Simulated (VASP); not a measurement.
Na2Os, 3 atoms in the cell. The structure is hexagonal, space group P6/mmm (No. 191). The conventional cell has a = 5.151 Å, b = 5.151 Å, c = 2.491 Å, α = 90.00°, β = 90.00°, γ = 120.00°. Within 3.3 Å of Na (site symmetry -6m2) lie 5 Na at 2.49 to 2.97 Å and 6 Os at 3.22 Å. Within 3.3 Å of Os (site symmetry 6/mmm) lie 2 Os at 2.49 Å and 12 Na at 3.22 Å. 

* Program: VASP 6.6.1
* Task: single point
* Functional: PBE
* Potentials or basis: VASP PAW PBE potentials, release 64 (Na_pv, Os)
* Cutoff: 520 eV
* k mesh: 12 × 12 × 18
* Occupations: gaussian, width 0.1 eV
* Spin: no spin polarisation
* Dipole correction: no
* Further INCAR settings: ALGO = Fast; EDIFF = 1e-07; NBANDS = 18

Potentials or basis: VASP PAW PBE potentials, release 64 (Na_pv, Os).

Command:

```console
$ cat potpaw_PBE.64/Na_pv/POTCAR potpaw_PBE.64/Os/POTCAR > POTCAR
$ mpirun -np 1 vasp_std > vasp.out
```

Hardware: 1 thread of Intel(R) Xeon(R) 6975P-C (Granite Rapids), on a shared host.

Q: How long does it take, and how much memory?

A: Wall time 87 s on 1 thread of Intel(R) Xeon(R) 6975P-C (Granite Rapids) (shared host), peak memory 0.31 GiB. Counts: scf iterations 16, k points 190.
